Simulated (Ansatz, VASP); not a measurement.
## ZnO in VASP and in Ansatz

File POSCAR:

```
ZnO
1.0
    2.6723723762      0.0000000000      0.0000000000
    0.0000000000      2.6723723762      0.0000000000
    0.0000000000      0.0000000000      2.6723723762
Zn O
1 1
Direct
    0.0000000000      0.0000000000      0.0000000000
    0.5000000000      0.5000000000      0.5000000000
```

The input INCAR.step1:

```
SYSTEM = ZnO
  ALGO = Normal
  EDIFF = 1E-4
  ENCUT = 520
  GGA = PE
  ISMEAR = -1
  LASPH = .True.
  LCHARG = .False.
  LREAL = .False.
  LWAVE = .True.
  NBANDS = 16
  NELM = 80
  PREC = Accurate
  SIGMA = 0.02
```

Contents of INCAR.step2:

```
SYSTEM = ZnO
  ALGO = Normal
  EDIFF = 1E-6
  ENCUT = 520
  ISIF = 2
  ISMEAR = -1
  ISTART = 1
  LASPH = .True.
  LCHARG = .False.
  LMIXTAU = .True.
  LREAL = .False.
  LWAVE = .False.
  METAGGA = R2SCAN
  NBANDS = 16
  NELM = 80
  PREC = Accurate
  SIGMA = 0.02
```

KPOINTS

```
k-points
0
Gamma
  8 8 8
  0 0 0
```

Input for Ansatz:

```yaml
crystal:
  lattice:
    - [2.6723723762, 0.0, 0.0]
    - [0.0, 2.6723723762, 0.0]
    - [0.0, 0.0, 2.6723723762]
  atoms:
    - { symbol: Zn, position: [0.0, 0.0, 0.0] }
    - { symbol: O, position: [0.5, 0.5, 0.5] }
kpoints:
  mp_grid: { grid: [8, 8, 8] }
hamiltonian:
  xc: r2scan
scf:
  occupations: { method: fermi_dirac, width: 0.02 }
  n_extra_bands: 4
output:
  forces: true
  stress: true
  eigenvalues: true
```

Alike in both runs: task single point; functional r2SCAN; k mesh 8 × 8 × 8; occupations fermi-dirac, width 0.02 eV; no spin polarisation.

|  | VASP | Ansatz |
| --- | --- | --- |
| version | VASP 6.6.1 | Ansatz 0.2.0 |
| potentials or method | VASP PAW PBE potentials, release 64 (Zn, O) | plane waves, PAW |
| plane-wave cutoff (eV) | 520 | 500 |
| valence electrons in the cell | 18 | 18 |

```csv
,VASP,Ansatz,Ansatz less VASP
pressure (GPa),-4.3,-5.2,-0.95
```

VASP's potentials were made for PBE, not for r2SCAN.
